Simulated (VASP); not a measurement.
# Ni (Im-3m) in VASP: notebook, part 2 of 2

VASP 6.6.1. The steps go on from the part before.

## Step 5: Single point, PBEsol (volume scaled by 0.96)

The input, INCAR:

```
PREC     = Accurate       # precision mode
ENCUT    = 520            # plane-wave cutoff, eV
EDIFF    = 1E-6           # SCF threshold, eV
ISMEAR   = -1             # smearing method
SIGMA    = 0.1            # smearing width, eV
LREAL    = False          # projectors in reciprocal space
LASPH    = True           # aspherical terms in the spheres
NELM     = 100            # most SCF steps
ALGO     = Normal         # electronic algorithm
ISIF     = 2              # what is computed and relaxed
LWAVE    = False          # write WAVECAR
LCHARG   = False          # write CHGCAR
GGA      = PS             # functional
NBANDS   = 11             # bands
```

The input, KPOINTS:

```
regular mesh
0
Gamma
  18 18 18
```

The input, POSCAR:

```
Ni
1.0
   -1.3570791846      1.3570791846      1.3570791846
    1.3570791846     -1.3570791846      1.3570791846
    1.3570791846      1.3570791846     -1.3570791846
Ni
1
Direct
    0.0000000000      0.0000000000      0.0000000000
```

Potentials or basis: VASP PAW PBE potentials, release 64 (Ni).

Command:

```bash
$ cat potpaw_PBE.64/Ni/POTCAR > POTCAR
$ mpirun -np 1 vasp_std > vasp.out
```

OUTCAR:

```text
PREC = Accurate
   ENCUT = 520
   EDIFF = 1E-6
   ISMEAR = -1
   LREAL = False
   LASPH = True
   NELM = 100
   ISIF = 2
   GGA = PS

 ion  position               nearest neighbor table
   1  0.000  0.000  0.000-

  LATTYP: Found a body centered cubic cell.
 ALAT       =     2.7141583692

  Lattice vectors:

 A1 = (  -1.3570791846,   1.3570791846,   1.3570791846)
 A2 = (   1.3570791846,  -1.3570791846,   1.3570791846)
 A3 = (   1.3570791846,   1.3570791846,  -1.3570791846)

Analysis of symmetry for initial positions (statically):
=====================================================================
 Subroutine PRICEL returns:
 Original cell was already a primitive cell.

 Routine SETGRP: Setting up the symmetry group for a
 body centered cubic supercell.

 Subroutine GETGRP returns: Found 48 space group operations
 (whereof 48 operations were pure point group operations)
 out of a pool of 48 trial point group operations.

The static configuration has the point symmetry O_h .

[... 155 lines left out ...]

  energy without entropy =       -5.98451227  energy(sigma->0) =       -6.01494737

 E-fermi :  10.2548     XC(G=0): -13.9419

 val. band max:       10.2532632620   @ k =  -0.3889   0.3889   0.1667
 cond. band min:      10.2661669920   @ k =  -0.4444  -0.4444   0.3333
 fundamental gap:      0.0129037300
 Fermi energy:        10.2547519686

 k-point     1 :       0.0000    0.0000    0.0000
  band No.  band energies     occupation
      1       0.7726      2.00000
      2       8.0966      2.00000
      3       8.0966      2.00000
      4       8.0966      2.00000
      5       9.6179      1.99658
      6       9.6179      1.99658
      7      37.5850      0.00000
      8      37.5850      0.00000
      9      37.5850      0.00000
     10      43.0908      0.00000
     11      43.0908      0.00000
[... 309 lines left out ...]
 k-point    24 :       0.3889    0.1111    0.0000
  band No.  band energies     occupation
      1       5.5768      2.00000
      2       7.0836      2.00000
      3       8.6928      2.00000
      4       9.5292      1.99859
      5      10.0225      1.82144
      6      11.8822      0.00000
      7      18.5299      0.00000
      8      27.4951      0.00000
      9      31.0629      0.00000
     10      37.1261      0.00000
     11      42.3135      0.00000

 [... further k-points ...]
[... 5 lines left out ...]
  --------------------------------------------------------------------------------------
  -------------------------------------------------------------------------------------
  Total        0.6263333      0.6263333      0.6263333      0.0000000      0.0000000     -0.0000000
  in kB      100.3784652    100.3784652    100.3784652      0.0000000      0.0000000     -0.0000000
  external PRESSURE =     100.3784652 kB  Pullay stress =       0.0000000 kB

 VOLUME and BASIS-vectors are now :
 -----------------------------------------------------------------------------
  energy-cutoff  :      520.00
  volume of cell :       10.00
      direct lattice vectors                 reciprocal lattice vectors
    -1.357079185  1.357079185  1.357079185     0.000000000  0.368438339  0.368438339
     1.357079185 -1.357079185  1.357079185     0.368438339  0.000000000  0.368438339
     1.357079185  1.357079185 -1.357079185     0.368438339  0.368438339  0.000000000

 POSITION                                       TOTAL-FORCE (eV/Angst)
 -----------------------------------------------------------------------------------
      0.00000      0.00000      0.00000         0.000000     -0.000000      0.000000
 -----------------------------------------------------------------------------------
    total drift:                                0.000000      0.000000      0.000000

  FREE ENERGIE OF THE ION-ELECTRON SYSTEM (eV)
  ---------------------------------------------------
  free  energy   TOTEN  =        -6.0453824630 eV

  energy  without entropy=       -5.9845122699  energy(sigma->0) =       -6.01494737
```

Run time: 7.6 s. Hardware: 1 thread of Intel Xeon 6975P-C (Granite Rapids), shared host; peak memory 0.13 GiB.

Results:

- Free energy: -6.0454 eV
- Pressure: 10.0 GPa
- Band gap on the k mesh: zero (band 5 reaches 10.69 eV, above the bottom of band 6 at 9.55 eV)

Caveat: the PAW data sets were made with another functional, which shifts forces and pressure a little; the run has no spin polarisation, though such a crystal can be magnetic.

## Step 6: Single point, PBEsol

Edit INCAR of step 5 so:

```diff
@@ -7,3 +7,3 @@
 LASPH    = True           # aspherical terms in the spheres
-NELM     = 100            # most SCF steps
+NELM     = 80             # most SCF steps
 ALGO     = Normal         # electronic algorithm
@@ -11,4 +11,6 @@
 LWAVE    = False          # write WAVECAR
-LCHARG   = False          # write CHGCAR
+LCHARG   = True           # write CHGCAR
 GGA      = PS             # functional
+LELF     = True           # ELF
+LVHAR    = True         
 NBANDS   = 11             # bands
```

KPOINTS is that of step 5.

The input, POSCAR:

```
Ni
1.0
   -1.3756716208      1.3756716208      1.3756716208
    1.3756716208     -1.3756716208      1.3756716208
    1.3756716208      1.3756716208     -1.3756716208
Ni
1
Direct
    0.0000000000      0.0000000000      0.0000000000
```

Potentials or basis: VASP PAW PBE potentials, release 64 (Ni).

Command:

```bash
$ cat potpaw_PBE.64/Ni/POTCAR > POTCAR
$ mpirun -np 1 vasp_std > vasp.out
```

It took 7.7 s on 1 thread of Intel Xeon 6975P-C (Granite Rapids), shared host; peak memory 0.14 GiB.

Results (log left out):

```yaml
Free_energy: -6.0577 eV
Pressure: -0.1 GPa
Band_gap_on_the_k_mesh: zero (band 5 reaches 10.04 eV, above the bottom of band 6 at 8.97 eV)
```

Levels at points of the mesh, in eV from the Fermi level:
```tsv
k point	band 2	band 3	band 4	band 5	band 6	band 7	band 8	band 9
(0.00, 0.00, 0.00)	-2.04	-2.04	-2.04	-0.60	-0.60	26.91	26.91	26.91
(0.50, 0.00, 0.00)	-3.05	-0.65	-0.43	0.22	0.41	7.02	19.51	20.74
(0.50, 0.50, 0.50)	-4.22	0.17	0.17	0.17	10.07	10.07	10.07	16.21
```

Caveat: the PAW data sets were made with another functional, which shifts forces and pressure a little; the run has no spin polarisation, though such a crystal can be magnetic.

## Step 7: Overview

```csv
cell,k mesh,gap on the mesh (eV),pressure (GPa)
"a = 2.383 Å, angles 109.5°, 1 atom",16 × 16 × 16,none,0.0
"a = 2.283 Å, angles 109.5°, 1 atom",18 × 18 × 18,none,38.9
"a = 2.317 Å, angles 109.5°, 1 atom",18 × 18 × 18,none,22.8
"a = 2.351 Å, angles 109.5°, 1 atom",18 × 18 × 18,none,10.0
"a = 2.383 Å, angles 109.5°, 1 atom",18 × 18 × 18,none,-0.1
```

Alike in all rows: task single point; level PBEsol; potentials or basis VASP PAW PBE potentials, release 64 (Ni); no spin polarisation; cutoff (eV) 520; smearing fermi-dirac 0.1 eV.

Caveats: the PAW data sets were made with another functional, which shifts forces and pressure a little; the run has no spin polarisation, though such a crystal can be magnetic.

Total energies depend on the potentials used, so only differences within one code and one set of settings carry meaning.
